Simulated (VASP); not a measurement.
A run of VASP 6.6.1:

The input INCAR:

```
SYSTEM = WC
PREC     = Accurate       ! precision mode
ENCUT    = 1300           ! plane-wave cutoff, eV
EDIFF    = 1E-6           ! SCF threshold, eV
ISMEAR   = -1             ! smearing method
SIGMA    = 0.05           ! smearing width, eV
LREAL    = .False.        ! projectors in reciprocal space
LASPH    = .True.         ! aspherical terms in the spheres
NELM     = 120            ! most SCF steps
ALGO     = Normal         ! electronic algorithm
ISIF     = 2              ! what is computed and relaxed
LWAVE    = .False.        ! write WAVECAR
LCHARG   = .False.        ! write CHGCAR
GGA      = B5             ! functional
ALDAX    = 1.0          
AGGAX    = 1.0          
AGGAC    = 1.0          
ALDAC    = 0.0          
NBANDS   = 16             ! bands
GGA_COMPAT= .False.
```

KPOINTS

```
regular mesh
0
Gamma
  10 10 10
  0 0 0
```

Contents of POSCAR:

```
WC
1.0
    0.0000000000      2.1926840000      2.1926840000
    2.1926840000      0.0000000000      2.1926840000
    2.1926840000      2.1926840000      0.0000000000
W C
1 1
Direct
    0.0000000000      0.0000000000      0.0000000000
    0.5000000000      0.5000000000      0.5000000000
```

Potentials or basis: VASP PAW PBE potentials, release 64 (W_sv, C_h).

Command:

```bash
$ cat potpaw_PBE.64/W_sv/POTCAR potpaw_PBE.64/C_h/POTCAR > POTCAR
$ mpirun -np 1 vasp_std > vasp.out
```

Hardware: 1 thread of Intel(R) Xeon(R) Platinum 8488C (Sapphire Rapids) (shared host).

Task: Estimate the wall time of this run.

Result: Wall time 49 s on 1 thread of Intel(R) Xeon(R) Platinum 8488C (Sapphire Rapids), with other jobs on the host, peak memory 0.25 GiB. Counts: scf iterations 12, k points 47.
